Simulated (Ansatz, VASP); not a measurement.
# One calculation of SnO, two programs

```
Sn O
1.0
     0.00000    2.70821    2.70821
     2.70821    0.00000    2.70821
     2.70821    2.70821    0.00000
Sn O
1 1
Direct
  0.00000 0.00000 0.00000
  0.25000 0.25000 0.25000
```

Alike in both runs: task single point; functional PBEsol; k mesh 6 × 6 × 6; occupations fermi-dirac, width 0.02 eV; collinear spin.

```csv
,VASP,Ansatz
version,VASP 6.6.1,Ansatz 0.2.0
potentials or method,"VASP PAW PBE potentials, release 64 (Sn_d, O)",plane waves
plane-wave cutoff (eV),600,420
valence electrons in the cell,20,20
```

```tsv
	VASP	Ansatz	Ansatz less VASP
gap on the k mesh at the Fermi level (eV)	none	none	-
pressure (GPa)	-1.1	-1.1	-0.01
```

VASP's potentials were made for PBE, not for PBEsol. A gap of «none» marks a metal or a gap that the smearing closes. Ansatz's warnings: moment headroom below auto, seeded moment not kept.
